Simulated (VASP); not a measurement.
Here is a VASP 6.6.1 calculation.

The input INCAR:

```
SYSTEM = O
PREC     = Accurate       ! precision mode
ENCUT    = 520            ! plane-wave cutoff, eV
EDIFF    = 1E-7           ! SCF threshold, eV
ISMEAR   = -1             ! smearing method
SIGMA    = 0.05           ! smearing width, eV
LREAL    = .False.        ! projectors in reciprocal space
LASPH    = .True.         ! aspherical terms in the spheres
NELM     = 80             ! most SCF steps
ALGO     = Normal         ! electronic algorithm
ISIF     = 2              ! what is computed and relaxed
LWAVE    = .False.        ! write WAVECAR
LCHARG   = .False.        ! write CHGCAR
GGA      = PE             ! functional
NBANDS   = 20             ! bands
```

File KPOINTS:

```
Automatic mesh
0
Gamma
  7 7 9
  0 0 0
```

POSCAR

```
O
1.0
    3.9685958797      0.0000000000      0.0000000000
    0.0000000000      3.8637789472      0.0000000000
   -1.0162034748      0.0000000000      3.0113394916
O
4
Direct
    0.3329660000      0.3058770000      0.1812950000
    0.6670340000      0.3058770000      0.3187050000
    0.6670340000      0.6941230000      0.8187050000
    0.3329660000      0.6941230000      0.6812950000
```

Potentials or basis: VASP PAW PBE potentials, release 64 (O).

The run is started by

```console
$ cat potpaw_PBE.64/O/POTCAR > POTCAR
$ mpirun -np 1 vasp_std > vasp.out
```

(1) Predict the largest force.

(2) Predict the band gap on the k mesh.

(3) Estimate the pressure.

## Answers

(1) 1.789 eV/Å.

(2) 0.63 eV, indirect (least direct gap 0.81 eV).

(3) -3.8 GPa.

Caveat: the standard files for N, O and F lose accuracy on very short bonds; spin is off for a triplet molecule; forces of over 1 eV/Å act on the atoms, so gaps and moduli don't describe the material at rest.
